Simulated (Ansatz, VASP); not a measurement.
# InSb in VASP and in Ansatz

```
In Sb
1.0
     0.00000    3.21476    3.21476
     3.21476    0.00000    3.21476
     3.21476    3.21476    0.00000
In Sb
1 1
Direct
  0.00000 0.00000 0.00000
  0.25000 0.25000 0.25000
```

Alike in both runs: task single point; functional PBE; k mesh 12 × 12 × 12; occupations gaussian, width 0.1 eV; no spin polarisation.

|  | VASP | Ansatz |
| --- | --- | --- |
| version | VASP 6.6.1 | Ansatz 0.2.0 |
| potentials or method | VASP PAW PBE potentials, release 64 (In_d, Sb), cutoff 520 eV | scalar-relativistic, plane waves, PAW |
| valence electrons in the cell | 18 | 28 |

VASP gave:

```
gap on the k mesh at the Fermi level (eV) : none
pressure (GPa)                            : 4.3
```

What did Ansatz give for the same quantities?

gap on the k mesh at the Fermi level (eV): none; pressure (GPa): 4.4.

A gap of «none» marks a metal or a gap that the smearing closes. The functional is the same, so the differences come from potentials, cutoffs and numerics. VASP's potentials hold 18 valence electrons a cell and Ansatz's 28, so a difference there can come from the potentials and not from the codes.

Neither program's run includes spin-orbit coupling.
